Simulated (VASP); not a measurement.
Input of a VASP 6.6.1 run:

INCAR

```
SYSTEM = GaN
ALGO = Normal
EDIFF = 1E-7
ENCUT = 520
GGA = PE
GGA_COMPAT = .FALSE.
ISIF = 2
ISMEAR = -1
LASPH = .TRUE.
LCHARG = .FALSE.
LNONCOLLINEAR = .TRUE.
LORBIT = 11
LORBMOM = .TRUE.
LREAL = .FALSE.
LSORBIT = .TRUE.
LWAVE = .FALSE.
MAGMOM = 0 0 0 0 0 0
NBANDS = 30
NELM = 150
PREC = Accurate
SIGMA = 0.05
```

The input KPOINTS:

```
k-points
0
G
  10 10 10
  0 0 0
```

Contents of POSCAR:

```
GaN
1.0
    0.0000000000      2.2535006075      2.2535006075
    2.2535006075      0.0000000000      2.2535006075
    2.2535006075      2.2535006075      0.0000000000
Ga N
1 1
Direct
    0.0000000000      0.0000000000      0.0000000000
    0.2500000000      0.2500000000      0.2500000000
```

Potentials or basis: VASP PAW PBE potentials, release 64 (Ga_d, N).

Run with:

```sh
$ cat potpaw_PBE.64/Ga_d/POTCAR potpaw_PBE.64/N/POTCAR > POTCAR
$ mpirun -np 1 vasp_ncl > vasp.out
```

**Question.** Predict the pressure.

**Answer.** 5.0 GPa.

**Question.** Estimate the net moment.

**Answer.** 0.00 μB per cell.

Moments on the atoms (μB; x, y, z):
```
Ga  0.00 0.00 0.00
N   0.00 0.00 0.00
```

Caveat: the cell stands under pressure.
